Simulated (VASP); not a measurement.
# Ag: single point with PBE

Ag:

```
CELL_PARAMETERS angstrom
0.00000 2.04275 2.04275
2.04275 0.00000 2.04275
2.04275 2.04275 0.00000
ATOMIC_POSITIONS crystal
Ag 0.00000 0.00000 0.00000
```

| Quantity | Value |
| --- | --- |
| Program | VASP 6.6.1 |
| Task | single point |
| Functional | PBE |
| Potentials or basis | VASP PAW PBE potentials, release 64 (Ag) |
| Cutoff | 520 eV |
| k mesh | 6 × 6 × 6 |
| Occupations | fermi-dirac, width 0.03 eV |
| Spin | no spin polarisation |

The pressure is 5.3 GPa.

Levels at points of the mesh, in eV from the Fermi level:
```tsv
k point	band 2	band 3	band 4	band 5	band 6	band 7	band 8	band 9	band 10	band 11
(0.00, 0.00, 0.00)	-4.63	-4.63	-4.63	-3.59	-3.59	16.21	19.78	19.78	19.78	24.59
(0.50, 0.00, 0.00)	-4.65	-4.65	-2.80	-2.80	-0.22	3.78	15.44	18.06	18.06	23.04
(0.50, 0.50, 0.00)	-6.12	-2.83	-2.59	-2.59	1.79	6.92	10.85	10.85	17.36	17.43
```

Wall time 12 s on 1 thread of AMD EPYC 7R13, with other jobs on the host, peak memory 0.11 GiB.

Caveat: the k points lie up to 0.44 Å⁻¹ apart.
